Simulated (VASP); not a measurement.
# TiNi (P4/mmm) in VASP: single point with r2SCAN

Aim: the single point of TiNi with r2SCAN.

Program: VASP 6.6.1. These are calculated values, not measurements. Logs are shortened: lines on timing, memory, paths and dates and some standing lists are left out, and cuts for length are marked.

### 1 The cell of the first run

It takes space group P4/mmm (No. 123, tetragonal). The conventional cell has a = 3.003 Å, b = 3.003 Å, c = 2.959 Å, α = 90.00°, β = 90.00°, γ = 90.00°. Within 3.4 Å of Ti (site symmetry 4/mmm) lie 8 Ni at 2.59 Å and 6 Ti at 2.96 to 3.00 Å. Ni (site symmetry 4/mmm) has 8 Ti at 2.59 Å and 6 Ni at 2.96 to 3.00 Å within 3.4 Å.

### 2 Single point, r2SCAN

File POSCAR:

```
TiNi
1.0
    3.0026153261      0.0000000000      0.0000000000
    0.0000000000      3.0026153261      0.0000000000
    0.0000000000      0.0000000000      2.9586964369
Ti Ni
1 1
Direct
    0.5000000000      0.5000000000      0.5000000000
    0.0000000000      0.0000000000      0.0000000000
```

File INCAR.step1:

```
ALGO = Normal
EDIFF = 1E-4
ENCUT = 520
GGA = PE
ISMEAR = 0
LASPH = T
LCHARG = F
LREAL = F
LWAVE = T
NBANDS = 18
NELM = 100
PREC = Accurate
SIGMA = 0.1
```

File INCAR.step2:

```
ALGO = Normal
EDIFF = 1E-6
ENCUT = 520
ISIF = 2
ISMEAR = 0
ISTART = 1
LASPH = T
LCHARG = T
LELF = T
LMIXTAU = T
LREAL = F
LVHAR = T
LWAVE = F
METAGGA = R2SCAN
NBANDS = 18
NELM = 100
PREC = Accurate
SIGMA = 0.1
```

File KPOINTS:

```
k-points
0
Gamma
  16 16 12
```

Potentials or basis: VASP PAW PBE potentials, release 64 (Ti_sv, Ni).

The run is started by

```
$ cat potpaw_PBE.64/Ti_sv/POTCAR potpaw_PBE.64/Ni/POTCAR > POTCAR
$ cp INCAR.step1 INCAR
$ mpirun -np 1 vasp_std > vasp.out
$ cp INCAR.step2 INCAR
$ mpirun -np 1 vasp_std > vasp.out
```

OUTCAR:

```text
EDIFF = 1E-6
   ENCUT = 520
   ISIF = 2
   ISMEAR = 0
   ISTART = 1
   LASPH = T
   LREAL = F
   METAGGA = R2SCAN
   NELM = 100
   PREC = Accurate

 ion  position               nearest neighbor table
   1  0.500  0.500  0.500-   2 2.59   2 2.59   2 2.59   2 2.59   2 2.59   2 2.59   2 2.59   2 2.59

   2  0.000  0.000  0.000-   1 2.59   1 2.59   1 2.59   1 2.59   1 2.59   1 2.59   1 2.59   1 2.59

  LATTYP: Found a simple tetragonal cell.
 ALAT       =     3.0026153261
 C/A-ratio  =     0.9853731216

  Lattice vectors:

 A1 = (   3.0026153261,   0.0000000000,   0.0000000000)
 A2 = (   0.0000000000,   3.0026153261,   0.0000000000)
 A3 = (   0.0000000000,   0.0000000000,   2.9586964369)

Analysis of symmetry for initial positions (statically):
=====================================================================
 Subroutine PRICEL returns:
 Original cell was already a primitive cell.

 Routine SETGRP: Setting up the symmetry group for a
 simple tetragonal supercell.

 Subroutine GETGRP returns: Found 16 space group operations
 (whereof 16 operations were pure point group operations)
 out of a pool of 16 trial point group operations.

The static configuration has the point symmetry D_4h.

Analysis of symmetry for dynamics (positions and initial velocities):
=====================================================================
 Subroutine PRICEL returns:
 Original cell was already a primitive cell.

 Routine SETGRP: Setting up the symmetry group for a
 simple tetragonal supercell.

 Subroutine GETGRP returns: Found 16 space group operations
 (whereof 16 operations were pure point group operations)
 out of a pool of 16 trial point group operations.

The dynamic configuration has the point symmetry D_4h.

 Subroutine INISYM returns: Found 16 space group operations
 (whereof 16 operations are pure point group operations),
 and found     1 'primitive' translations

----------------------------------------------------------------------------------------

                                     Primitive cell

  volume of cell :      26.6747

  direct lattice vectors                    reciprocal lattice vectors
     3.002615326  0.000000000  0.000000000     0.333042995  0.000000000  0.000000000
     0.000000000  3.002615326  0.000000000     0.000000000  0.333042995  0.000000000
     0.000000000  0.000000000  2.958696437     0.000000000  0.000000000  0.337986685

  length of vectors
     3.002615326  3.002615326  2.958696437     0.333042995  0.333042995  0.337986685

  position of ions in fractional coordinates (direct lattice)
     0.500000000  0.500000000  0.500000000
     0.000000000  0.000000000  0.000000000

  ion indices of the primitive-cell ions
   primitive index   ion index
                 1           1
                 2           2

----------------------------------------------------------------------------------------

 KPOINTS: k-points

Automatic generation of k-mesh.
 Grid dimensions read from file:
 generate k-points for:   16   16   12

 Generating k-lattice:

  Cartesian coordinates                     Fractional coordinates (reciprocal lattice)
     0.020815187  0.000000000  0.000000000     0.062500000  0.000000000  0.000000000
     0.000000000  0.020815187  0.000000000     0.000000000  0.062500000  0.000000000
     0.000000000  0.000000000  0.028165557     0.000000000  0.000000000  0.083333333

  Length of vectors
     0.020815187  0.020815187  0.028165557

  Shift w.r.t. Gamma in fractional coordinates (k-lattice)
     0.000000000  0.000000000  0.000000000

 Subroutine IBZKPT returns following result:
 ===========================================

 Found    315 irreducible k-points:

 Following reciprocal coordinates:
            Coordinates               Weight
  0.000000  0.000000  0.000000      1.000000
  0.062500  0.000000  0.000000      4.000000
  0.125000  0.000000  0.000000      4.000000
  0.187500  0.000000  0.000000      4.000000
  0.250000  0.000000  0.000000      4.000000
  0.312500  0.000000  0.000000      4.000000
[... 16 lines left out ...]
  0.437500  0.125000  0.000000      8.000000
  0.500000  0.125000  0.000000      4.000000
 [... further k-points ...]
   k-points           NKPTS =    315   k-points in BZ     NKDIM =    315   number of bands    NBANDS=     18
   number of dos      NEDOS =    301   number of ions     NIONS =      2
   total plane-waves  NPLWV =  13824
   dimension x,y,z NGX =    24 NGY =   24 NGZ =   24
   dimension x,y,z NGXF=    48 NGYF=   48 NGZF=   48
   ions per type =               1   1
   NGX,Y,Z   is equivalent  to a cutoff of  13.29, 13.29, 13.49 a.u.
   NGXF,Y,Z  is equivalent  to a cutoff of  26.58, 26.58, 26.97 a.u.
 SYSTEM =  unknown system
   PREC   = accura    normal or accurate (medium, high low for compatibility)
   ISTART =      1    job   : 0-new  1-cont  2-samecut
   ICHARG =      0    charge: 1-file 2-atom 10-const
   ISPIN  =      1    spin polarized calculation?
   LNONCOLLINEAR =      F non collinear calculations
   LSORBIT =      F    spin-orbit coupling
   LASPH  =      T    aspherical Exc in radial PAW
   ENCUT  =  520.0 eV  38.22 Ry    6.18 a.u.   5.58  5.58  5.50*2*pi/ulx,y,z
   NELM   =    100;   NELMIN=  2; NELMDL=  0     # of ELM steps
   EDIFF  = 0.1E-05   stopping-criterion for ELM
   LREAL  =      F    real-space projection
   EDIFFG = 0.1E-04   stopping-criterion for IOM
   NSW    =      0    number of steps for IOM
   IBRION =     -1    ionic relax: 0-MD 1-quasi-New 2-CG
   NFREE  =      0    steps in history (QN), initial steepest desc. (CG)
   ISIF   =      2    stress and relaxation
   ISYM   =      2    0-nonsym 1-usesym 2-fastsym
   POTIM  = 0.5000    time-step for ionic-motion
   TEBEG  =    0.0;   TEEND  =   0.0 temperature during run
   PSTRESS=    0.0 pullay stress
   NELECT =      22.0000    total number of electrons
   NUPDOWN=      -1.0000    fix difference up-down
   EMIN   =  10.00;   EMAX   =-10.00  energy-range for DOS
   EFERMI =   0.00;   METHOD = LEGACY
   ISMEAR =     0;   SIGMA  =   0.10  broadening in eV -4-tet -1-fermi 0-gaus
   EFERMI_NEDOS =   21; number of points for ismear=-14 and -15
   IALGO  =     38    algorithm
   IMIX   =      4    mixing-type and parameters
     AMIX     =   0.40;   BMIX     =  1.00
     AMIX_MAG =   1.60;   BMIX_MAG =  1.00
  volume/ion in A,a.u.               =      13.34        90.00
  Fermi-wavevector in a.u.,A,eV,Ry     =   1.535262  2.901224 32.069326  2.357029
  Thomas-Fermi vector in A             =   2.642075
   LORBIT       =      0    0 simple, 1 ext, 2 COOP (PROOUT), +10 PAW based schemes
   METAGGA = R2SCAN    functional components
   LHFCALC =     F    Hartree Fock is set to
   AEXX    =    0.0000 exact exchange contribution
   IVDW    =     0    specifies the selected vdW correction
   LEPSILON=     F    determine dielectric tensor
   LRPA    =     F    only Hartree local field effects (RPA)
 non-spin polarized calculation
 Gauss-broadening in eV      SIGMA  =   0.10
  energy-cutoff  :      520.00
  volume of cell :       26.67
 maximum number of plane-waves:       740
 NGX is ok and might be reduce to    24
   NGX = 11   NGY = 11   NGZ = 11

 number of electron      21.9999990 magnetization

 Free energy of the ion-electron system (eV)
  ---------------------------------------------------
  ext. energy  EPLUGINS =         0.00000000
  ---------------------------------------------------
  free energy    TOTEN  =       -25.57956444 eV

  energy without entropy =      -25.56694107  energy(sigma->0) =      -25.57325275

 E-fermi :   9.6269     XC(G=0): -13.5587

 val. band max:        9.6263714771   @ k =   0.3125   0.0625   0.3333
 cond. band min:       9.6300405119   @ k =   0.4375   0.4375   0.0000
 fundamental gap:      0.0036690349
 Fermi energy:         9.6269168319

 k-point     1 :       0.0000    0.0000    0.0000
  band No.  band energies     occupation
      1     -50.0087      2.00000
      2     -25.0640      2.00000
      3     -25.0640      2.00000
      4     -25.0392      2.00000
      5       1.3244      2.00000
      6       5.5156      2.00000
[... 10 lines left out ...]
     17      18.4836      0.00000
     18      19.0070      0.00000

 k-point     2 :       0.0625    0.0000    0.0000
  band No.  band energies     occupation
      1     -50.0076      2.00000
      2     -25.0754      2.00000
      3     -25.0631      2.00000
      4     -25.0383      2.00000
      5       1.4035      2.00000
      6       5.5475      2.00000
[... 10 lines left out ...]
     17      18.6722      0.00000
     18      19.1867      0.00000

 k-point     3 :       0.1250    0.0000    0.0000
  band No.  band energies     occupation
      1     -50.0042      2.00000
      2     -25.1077      2.00000
      3     -25.0606      2.00000
      4     -25.0359      2.00000
      5       1.6377      2.00000
      6       5.6371      2.00000
[... 10 lines left out ...]
     17      19.1974      0.00000
     18      19.6918      0.00000

 k-point     4 :       0.1875    0.0000    0.0000
  band No.  band energies     occupation
      1     -49.9992      2.00000
      2     -25.1558      2.00000
      3     -25.0569      2.00000
      4     -25.0323      2.00000
      5       2.0179      2.00000
      6       5.7633      2.00000
[... 375 lines left out ...]
      4     -25.0162      2.00000
      5       4.0281      2.00000
      6       6.0261      2.00000
[... 10 lines left out ...]
     17      20.9127      0.00000
     18      23.8820      0.00000

 k-point    23 :       0.4375    0.1250    0.0000
  band No.  band energies     occupation
      1     -49.9750      2.00000
      2     -25.3400      2.00000
      3     -25.0823      2.00000
      4     -25.0137      2.00000
      5       4.6540      2.00000
      6       5.8397      2.00000
[... 10 lines left out ...]
     17      21.6247      0.00000
     18      24.0714      0.00000

 k-point    24 :       0.5000    0.1250    0.0000
  band No.  band energies     occupation
      1     -49.9738      2.00000
      2     -25.3509      2.00000
      3     -25.0813      2.00000
      4     -25.0128      2.00000
      5       5.0218      2.00000
      6       5.6331      2.00000
[... 10 lines left out ...]
     17      21.9640      0.00000
     18      23.8437      0.00000

 [... further k-points ...]
[... 5 lines left out ...]
  --------------------------------------------------------------------------------------
  -------------------------------------------------------------------------------------
  Total        0.0816388      0.0816388      0.0870712      0.0000000      0.0000000      0.0000000
  in kB        4.9035133      4.9035133      5.2298024      0.0000000      0.0000000      0.0000000
  external PRESSURE =       5.0122763 kB  Pullay stress =       0.0000000 kB

 VOLUME and BASIS-vectors are now :
 -----------------------------------------------------------------------------
  energy-cutoff  :      520.00
  volume of cell :       26.67
      direct lattice vectors                 reciprocal lattice vectors
     3.002615326  0.000000000  0.000000000     0.333042995  0.000000000  0.000000000
     0.000000000  3.002615326  0.000000000     0.000000000  0.333042995  0.000000000
     0.000000000  0.000000000  2.958696437     0.000000000  0.000000000  0.337986685

 POSITION                                       TOTAL-FORCE (eV/Angst)
 -----------------------------------------------------------------------------------
      1.50131      1.50131      1.47935         0.000000      0.000000      0.000000
      0.00000      0.00000      0.00000         0.000000      0.000000      0.000000
 -----------------------------------------------------------------------------------
    total drift:                                0.000000      0.000000     -0.000000

  FREE ENERGIE OF THE ION-ELECTRON SYSTEM (eV)
  ---------------------------------------------------
  free  energy   TOTEN  =       -25.5795644407 eV

  energy  without entropy=      -25.5669410658  energy(sigma->0) =      -25.57325275
```

Run time: 3.7 min. Hardware: 1 thread of Intel Xeon Platinum 8488C (Sapphire Rapids), shared host; peak memory 0.26 GiB.

Results:

| Quantity | Value |
| --- | --- |
| Free energy | -25.5796 eV |
| Pressure | 0.5 GPa |
| Band gap on the k mesh | zero (band 11 reaches 10.11 eV, above the bottom of band 12 at 8.30 eV) |

Caveat: the PAW data sets were made with another functional, which shifts forces and pressure a little. Spin polarisation is off, so any magnetic state and its effect on volume and gap are missing.
